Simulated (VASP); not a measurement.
A run of VASP 6.6.1 is set up as follows.

INCAR

```
PREC     = Accurate       # precision mode
ENCUT    = 520            # plane-wave cutoff, eV
EDIFF    = 1E-7           # SCF threshold, eV
ISMEAR   = 0              # smearing method
SIGMA    = 0.05           # smearing width, eV
LREAL    = False          # projectors in reciprocal space
LASPH    = True           # aspherical terms in the spheres
NELM     = 60             # most SCF steps
ALGO     = Normal         # electronic algorithm
ISIF     = 2              # what is computed and relaxed
LWAVE    = False          # write WAVECAR
LCHARG   = True           # write CHGCAR
GGA      = PS             # functional
LELF     = True           # ELF
LVHAR    = True         
NBANDS   = 20             # bands
```

Contents of KPOINTS:

```
regular mesh
0
Gamma
  8 8 8
```

Contents of POSCAR:

```
Te2Pb
1.0
    0.0000000000      3.7323724595      3.7323724595
    3.7323724595      0.0000000000      3.7323724595
    3.7323724595      3.7323724595      0.0000000000
Pb Te
1 2
Direct
    0.0000000000      0.0000000000      0.0000000000
    0.2500000000      0.2500000000      0.2500000000
    0.7500000000      0.7500000000      0.7500000000
```

Potentials or basis: VASP PAW PBE potentials, release 64 (Pb_d, Te).

Command:

```sh
$ cat potpaw_PBE.64/Pb_d/POTCAR potpaw_PBE.64/Te/POTCAR > POTCAR
$ mpirun -np 1 vasp_std > vasp.out
```

Task: What does it give for the pressure?

Result: -0.1 GPa.

Task: What does it give for the band gap on the k mesh?

Result: Zero (band 13 reaches 5.96 eV, above the bottom of band 14 at 3.91 eV).

Caveat: the PAW data sets were made with another functional, which shifts forces and pressure a little; spin-orbit coupling is left out, which moves the levels of the heavy elements.
